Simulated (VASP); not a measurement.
# Zn (Im-3m) in VASP: notebook

Zn is run at these levels: RPBE; tasks: single point.

Everything below comes from runs of VASP 6.6.1. Logs are shortened: lines on timing, memory, paths and dates and some standing lists are left out, and cuts for length are marked.

## 1. The cell of the first run

Symmetry: Im-3m, No. 229, cubic system. The conventional cell has a = 3.182 Å, b = 3.182 Å, c = 3.182 Å, α = 90.00°, β = 90.00°, γ = 90.00°. Within 3.6 Å of Zn (site symmetry m-3m) lie 14 Zn at 2.76 to 3.18 Å.

This isn't the form of Zn at room conditions, which is hcp.

## 2. Single point, RPBE (16.11 Å³/atom)

The input, INCAR:

```
PREC     = Accurate       # precision mode
ENCUT    = 520            # plane-wave cutoff, eV
EDIFF    = 1E-6           # SCF threshold, eV
ISMEAR   = -1             # smearing method
SIGMA    = 0.1            # smearing width, eV
LREAL    = False          # projectors in reciprocal space
LASPH    = True           # aspherical terms in the spheres
NELM     = 100            # most SCF steps
ALGO     = Normal         # electronic algorithm
ISIF     = 2              # what is computed and relaxed
LWAVE    = False          # write WAVECAR
LCHARG   = False          # write CHGCAR
GGA      = RP             # functional
NBANDS   = 12             # bands
```

The input, KPOINTS:

```
regular mesh
0
Gamma
  16 16 16
```

The input, POSCAR:

```
Zn
1.0
   -1.5911000635      1.5911000635      1.5911000635
    1.5911000635     -1.5911000635      1.5911000635
    1.5911000635      1.5911000635     -1.5911000635
Zn
1
Direct
    0.0000000000      0.0000000000      0.0000000000
```

Potentials or basis: VASP PAW PBE potentials, release 64 (Zn).

Launch:

```console
> cat potpaw_PBE.64/Zn/POTCAR > POTCAR
> mpirun -np 1 vasp_std > vasp.out
```

OUTCAR:

```text
PREC = Accurate
   ENCUT = 520
   EDIFF = 1E-6
   ISMEAR = -1
   LREAL = False
   LASPH = True
   NELM = 100
   ISIF = 2
   GGA = RP

 ion  position               nearest neighbor table
   1  0.000  0.000  0.000-

  LATTYP: Found a body centered cubic cell.
 ALAT       =     3.1822001270

  Lattice vectors:

 A1 = (  -1.5911000635,   1.5911000635,   1.5911000635)
 A2 = (   1.5911000635,  -1.5911000635,   1.5911000635)
 A3 = (   1.5911000635,   1.5911000635,  -1.5911000635)

Analysis of symmetry for initial positions (statically):
=====================================================================
 Subroutine PRICEL returns:
 Original cell was already a primitive cell.

 Routine SETGRP: Setting up the symmetry group for a
 body centered cubic supercell.

 Subroutine GETGRP returns: Found 48 space group operations
 (whereof 48 operations were pure point group operations)
 out of a pool of 48 trial point group operations.

The static configuration has the point symmetry O_h .

Analysis of symmetry for dynamics (positions and initial velocities):
=====================================================================
 Subroutine PRICEL returns:
 Original cell was already a primitive cell.

 Routine SETGRP: Setting up the symmetry group for a
 body centered cubic supercell.

 Subroutine GETGRP returns: Found 48 space group operations
 (whereof 48 operations were pure point group operations)
 out of a pool of 48 trial point group operations.

The dynamic configuration has the point symmetry O_h .

 Subroutine INISYM returns: Found 48 space group operations
 (whereof 48 operations are pure point group operations),
 and found     1 'primitive' translations

----------------------------------------------------------------------------------------

                                     Primitive cell

  volume of cell :      16.1121

  direct lattice vectors                    reciprocal lattice vectors
    -1.591100064  1.591100064  1.591100064     0.000000000  0.314247992  0.314247992
     1.591100064 -1.591100064  1.591100064     0.314247992  0.000000000  0.314247992
     1.591100064  1.591100064 -1.591100064     0.314247992  0.314247992  0.000000000

  length of vectors
     2.755866150  2.755866150  2.755866150     0.444413772  0.444413772  0.444413772

  position of ions in fractional coordinates (direct lattice)
     0.000000000  0.000000000  0.000000000

  ion indices of the primitive-cell ions
   primitive index   ion index
                 1           1

----------------------------------------------------------------------------------------

 KPOINTS: regular mesh

Automatic generation of k-mesh.
 Grid dimensions read from file:
 generate k-points for:   16   16   16

 Generating k-lattice:

  Cartesian coordinates                     Fractional coordinates (reciprocal lattice)
     0.000000000  0.019640499  0.019640499     0.062500000  0.000000000  0.000000000
     0.019640499  0.000000000  0.019640499     0.000000000  0.062500000  0.000000000
     0.019640499  0.019640499  0.000000000     0.000000000  0.000000000  0.062500000

  Length of vectors
     0.027775861  0.027775861  0.027775861

  Shift w.r.t. Gamma in fractional coordinates (k-lattice)
     0.000000000  0.000000000  0.000000000

 Subroutine IBZKPT returns following result:
 ===========================================

 Found    145 irreducible k-points:

 Following reciprocal coordinates:
            Coordinates               Weight
  0.000000  0.000000  0.000000      1.000000
  0.062500  0.000000  0.000000     12.000000
  0.125000  0.000000  0.000000     12.000000
  0.187500  0.000000  0.000000     12.000000
  0.250000  0.000000  0.000000     12.000000
  0.312500  0.000000  0.000000     12.000000
[... 16 lines left out ...]
  0.187500  0.187500  0.000000     24.000000
  0.250000  0.187500  0.000000     48.000000
 [... further k-points ...]
   k-points           NKPTS =    145   k-points in BZ     NKDIM =    145   number of bands    NBANDS=     12
   number of dos      NEDOS =    301   number of ions     NIONS =      1
   total plane-waves  NPLWV =   8000
   dimension x,y,z NGX =    20 NGY =   20 NGZ =   20
   dimension x,y,z NGXF=    40 NGYF=   40 NGZF=   40
   ions per type =               1
   NGX,Y,Z   is equivalent  to a cutoff of  12.06, 12.06, 12.06 a.u.
   NGXF,Y,Z  is equivalent  to a cutoff of  24.13, 24.13, 24.13 a.u.
 SYSTEM =  unknown system
   PREC   = accura    normal or accurate (medium, high low for compatibility)
   ISTART =      0    job   : 0-new  1-cont  2-samecut
   ICHARG =      2    charge: 1-file 2-atom 10-const
   ISPIN  =      1    spin polarized calculation?
   LNONCOLLINEAR =      F non collinear calculations
   LSORBIT =      F    spin-orbit coupling
   LASPH  =      T    aspherical Exc in radial PAW
   ENCUT  =  520.0 eV  38.22 Ry    6.18 a.u.   5.12  5.12  5.12*2*pi/ulx,y,z
   NELM   =    100;   NELMIN=  2; NELMDL= -5     # of ELM steps
   EDIFF  = 0.1E-05   stopping-criterion for ELM
   LREAL  =      F    real-space projection
   EDIFFG = 0.1E-04   stopping-criterion for IOM
   NSW    =      0    number of steps for IOM
   IBRION =     -1    ionic relax: 0-MD 1-quasi-New 2-CG
   NFREE  =      0    steps in history (QN), initial steepest desc. (CG)
   ISIF   =      2    stress and relaxation
   ISYM   =      2    0-nonsym 1-usesym 2-fastsym
   POTIM  = 0.5000    time-step for ionic-motion
   TEBEG  =    0.0;   TEEND  =   0.0 temperature during run
   PSTRESS=    0.0 pullay stress
   NELECT =      12.0000    total number of electrons
   NUPDOWN=      -1.0000    fix difference up-down
   EMIN   =  10.00;   EMAX   =-10.00  energy-range for DOS
   EFERMI =   0.00;   METHOD = LEGACY
   ISMEAR =    -1;   SIGMA  =   0.10  broadening in eV -4-tet -1-fermi 0-gaus
   EFERMI_NEDOS =   21; number of points for ismear=-14 and -15
   IALGO  =     38    algorithm
   IMIX   =      4    mixing-type and parameters
     AMIX     =   0.40;   BMIX     =  1.00
     AMIX_MAG =   1.60;   BMIX_MAG =  1.00
  volume/ion in A,a.u.               =      16.11       108.73
  Fermi-wavevector in a.u.,A,eV,Ry     =   1.483945  2.804249 29.961284  2.202092
  Thomas-Fermi vector in A             =   2.597543
   LORBIT       =      0    0 simple, 1 ext, 2 COOP (PROOUT), +10 PAW based schemes
   GGA     = RP    functional components
   LHFCALC =     F    Hartree Fock is set to
   AEXX    =    0.0000 exact exchange contribution
   IVDW    =     0    specifies the selected vdW correction
   LEPSILON=     F    determine dielectric tensor
   LRPA    =     F    only Hartree local field effects (RPA)
 non-spin polarized calculation
  energy-cutoff  :      520.00
  volume of cell :       16.11
 maximum number of plane-waves:       466
   NGX = 11   NGY = 11   NGZ = 11

 number of electron      11.9999987 magnetization

 Free energy of the ion-electron system (eV)
  ---------------------------------------------------
  ext. energy  EPLUGINS =         0.00000000
  ---------------------------------------------------
  free energy    TOTEN  =        -0.67395408 eV

  energy without entropy =       -0.66438185  energy(sigma->0) =       -0.66916797

 E-fermi :   2.9650     XC(G=0): -11.1339

 val. band max:        2.9258033767   @ k =   0.3750   0.2500   0.0000
 cond. band min:       3.0935340546   @ k =  -0.4375   0.5000   0.1250
 fundamental gap:      0.1677306780
 Fermi energy:         2.9649801497

 k-point     1 :       0.0000    0.0000    0.0000
  band No.  band energies     occupation
      1      -7.0538      2.00000
      2      -4.6886      2.00000
      3      -4.6886      2.00000
      4      -4.6886      2.00000
      5      -4.2302      2.00000
      6      -4.2302      2.00000
      7      21.3456      0.00000
      8      21.3456      0.00000
      9      21.3457      0.00000
     10      23.2212      0.00000
     11      23.2212      0.00000
     12      23.2212      0.00000

 k-point     2 :       0.0625    0.0000    0.0000
  band No.  band energies     occupation
      1      -6.9341      2.00000
      2      -4.6992      2.00000
      3      -4.6859      2.00000
      4      -4.6619      2.00000
      5      -4.2402      2.00000
      6      -4.2296      2.00000
      7      19.6923      0.00000
      8      20.4784      0.00000
      9      20.8439      0.00000
     10      22.1115      0.00000
     11      22.2855      0.00000
     12      22.9454      0.00000

 k-point     3 :       0.1250    0.0000    0.0000
  band No.  band energies     occupation
      1      -6.5823      2.00000
      2      -4.7292      2.00000
      3      -4.6752      2.00000
      4      -4.5849      2.00000
      5      -4.2639      2.00000
      6      -4.2276      2.00000
      7      16.6723      0.00000
      8      19.0085      0.00000
      9      19.6673      0.00000
     10      21.0919      0.00000
     11      21.3372      0.00000
     12      23.1296      0.00000

 k-point     4 :       0.1875    0.0000    0.0000
  band No.  band energies     occupation
      1      -6.0364      2.00000
      2      -4.7739      2.00000
      3      -4.6290      2.00000
      4      -4.4671      2.00000
      5      -4.2858      2.00000
      6      -4.2241      2.00000
      7      13.6429      0.00000
      8      17.5860      0.00000
      9      18.4321      0.00000
     10      20.0708      0.00000
     11      20.6557      0.00000
     12      23.7364      0.00000

 k-point     5 :       0.2500    0.0000    0.0000
  band No.  band energies     occupation
      1      -5.4744      2.00000
      2      -4.8265      2.00000
      3      -4.3804      2.00000
      4      -4.3238      2.00000
      5      -4.2886      2.00000
      6      -4.2191      2.00000
      7      10.7647      0.00000
      8      16.3401      0.00000
      9      17.3490      0.00000
     10      19.2459      0.00000
     11      20.0885      0.00000
     12      24.6379      0.00000
[... 228 lines left out ...]
      1      -5.1538      2.00000
      2      -4.9202      2.00000
      3      -4.2894      2.00000
      4      -4.2570      2.00000
      5      -4.0580      2.00000
      6      -0.3307      2.00000
      7       3.7010      0.00127
      8      10.9982      0.00000
      9      14.4118      0.00000
     10      19.5979      0.00000
     11      22.8009      0.00000
     12      26.3494      0.00000

 k-point    22 :       0.4375    0.1250    0.0000
  band No.  band energies     occupation
      1      -5.1673      2.00000
      2      -4.9297      2.00000
      3      -4.2745      2.00000
      4      -4.2592      2.00000
      5      -4.0276      2.00000
      6       0.9897      2.00000
      7       2.1457      1.99945
      8      10.8677      0.00000
      9      14.2850      0.00000
     10      19.5128      0.00000
     11      22.7413      0.00000
     12      27.6007      0.00000

 k-point    23 :       0.1875    0.1875    0.0000
  band No.  band energies     occupation
      1      -5.0498      2.00000
      2      -4.7820      2.00000
      3      -4.6144      2.00000
      4      -4.3194      2.00000
      5      -4.1896      2.00000
      6      -3.1460      2.00000
      7       9.9002      0.00000
      8      10.3538      0.00000
      9      15.3766      0.00000
     10      21.4179      0.00000
     11      22.0343      0.00000
     12      26.1587      0.00000

 k-point    24 :       0.2500    0.1875    0.0000
  band No.  band energies     occupation
      1      -5.0307      2.00000
      2      -4.8248      2.00000
      3      -4.4893      2.00000
      4      -4.3015      2.00000
      5      -4.1622      2.00000
      6      -2.0261      2.00000
      7       7.5371      0.00000
      8       9.4199      0.00000
      9      14.6982      0.00000
     10      21.1404      0.00000
     11      22.8463      0.00000
     12      26.4393      0.00000

 [... further k-points ...]

------------------------ aborting loop because EDIFF is reached ----------------------------------------

  FORCE on cell =-STRESS in cart. coord.  units (eV):
  Direction    XX          YY          ZZ          XY          YZ          ZX
  --------------------------------------------------------------------------------------
  -------------------------------------------------------------------------------------
  Total        0.0363752      0.0363752      0.0363752      0.0000000      0.0000000      0.0000000
  in kB        3.6171213      3.6171213      3.6171213      0.0000000      0.0000000      0.0000000
  external PRESSURE =       3.6171213 kB  Pullay stress =       0.0000000 kB

 VOLUME and BASIS-vectors are now :
 -----------------------------------------------------------------------------
  energy-cutoff  :      520.00
  volume of cell :       16.11
      direct lattice vectors                 reciprocal lattice vectors
    -1.591100064  1.591100064  1.591100064     0.000000000  0.314247992  0.314247992
     1.591100064 -1.591100064  1.591100064     0.314247992  0.000000000  0.314247992
     1.591100064  1.591100064 -1.591100064     0.314247992  0.314247992  0.000000000

 POSITION                                       TOTAL-FORCE (eV/Angst)
 -----------------------------------------------------------------------------------
      0.00000      0.00000      0.00000         0.000000     -0.000000     -0.000000
 -----------------------------------------------------------------------------------
    total drift:                                0.000000     -0.000000      0.000000

  FREE ENERGIE OF THE ION-ELECTRON SYSTEM (eV)
  ---------------------------------------------------
  free  energy   TOTEN  =        -0.6739540786 eV

  energy  without entropy=       -0.6643818517  energy(sigma->0) =       -0.66916797
```

It took 11 s on 1 thread of Intel Xeon Platinum 8488C (Sapphire Rapids), shared host; peak memory 0.14 GiB.

Results:

- Free energy: -0.6740 eV
- Pressure: 0.4 GPa
- Band gap on the k mesh: zero (bands 6 and 7 overlap by 5.17 eV)

Levels at points of the mesh, in eV from the Fermi level:
| k point | band 3 | band 4 | band 5 | band 6 | band 7 | band 8 | band 9 | band 10 |
| --- | --- | --- | --- | --- | --- | --- | --- | --- |
| (0.00, 0.00, 0.00) | -7.65 | -7.65 | -7.20 | -7.20 | 18.38 | 18.38 | 18.38 | 20.26 |
| (0.50, 0.00, 0.00) | -7.22 | -7.17 | -6.89 | -2.51 | -1.05 | 10.98 | 12.36 | 14.85 |
| (0.50, 0.50, 0.50) | -6.96 | -6.96 | -6.96 | 4.11 | 4.11 | 4.11 | 7.06 | 8.29 |

Caveat: the PAW data sets were made with another functional, which shifts forces and pressure a little.

## 3. Single point, RPBE (16.76 Å³/atom)

This run uses another cell than the first one, of 16.76 Å³/atom.

The input, INCAR:

```
SYSTEM = Zn
PREC     = Accurate       ! precision mode
ENCUT    = 520            ! plane-wave cutoff, eV
EDIFF    = 1E-7           ! SCF threshold, eV
ISMEAR   = -1             ! smearing method
SIGMA    = 0.1            ! smearing width, eV
LREAL    = .FALSE.        ! projectors in reciprocal space
LASPH    = .TRUE.         ! aspherical terms in the spheres
NELM     = 60             ! most SCF steps
ALGO     = Normal         ! electronic algorithm
ISIF     = 2              ! what is computed and relaxed
LWAVE    = .FALSE.        ! write WAVECAR
LCHARG   = .FALSE.        ! write CHGCAR
GGA      = RP             ! functional
NBANDS   = 12             ! bands
```

The input, KPOINTS:

```
Automatic mesh
0
G
  16 16 16
  0 0 0
```

The input, POSCAR:

```
Zn
1.0
   -1.6120379917      1.6120379917      1.6120379917
    1.6120379917     -1.6120379917      1.6120379917
    1.6120379917      1.6120379917     -1.6120379917
Zn
1
Direct
    0.0000000000      0.0000000000      0.0000000000
```

Potentials or basis: VASP PAW PBE potentials, release 64 (Zn).

Launch:

```console
> cat potpaw_PBE.64/Zn/POTCAR > POTCAR
> mpirun -np 1 vasp_std > vasp.out
```

Wall time 13 s (1 thread of Intel Xeon Platinum 8488C (Sapphire Rapids), shared host); peak memory 0.16 GiB.

Results (log left out):

- Free energy: -0.6714 eV
- Pressure: -1.6 GPa
- Band gap on the k mesh: zero (bands 6 and 7 overlap by 5.17 eV)

Levels at points of the mesh, in eV from the Fermi level:
```tsv
k point	band 3	band 4	band 5	band 6	band 7	band 8	band 9	band 10
(0.00, 0.00, 0.00)	-7.53	-7.53	-7.10	-7.10	17.79	17.79	17.79	19.95
(0.50, 0.00, 0.00)	-7.12	-7.08	-6.82	-2.33	-1.09	10.69	12.12	14.57
(0.50, 0.50, 0.50)	-6.89	-6.89	-6.89	4.07	4.07	4.07	6.65	8.18
```

Caveat: the PAW data sets were made with another functional, which shifts forces and pressure a little.

(Part 1 of 2 ends here.)
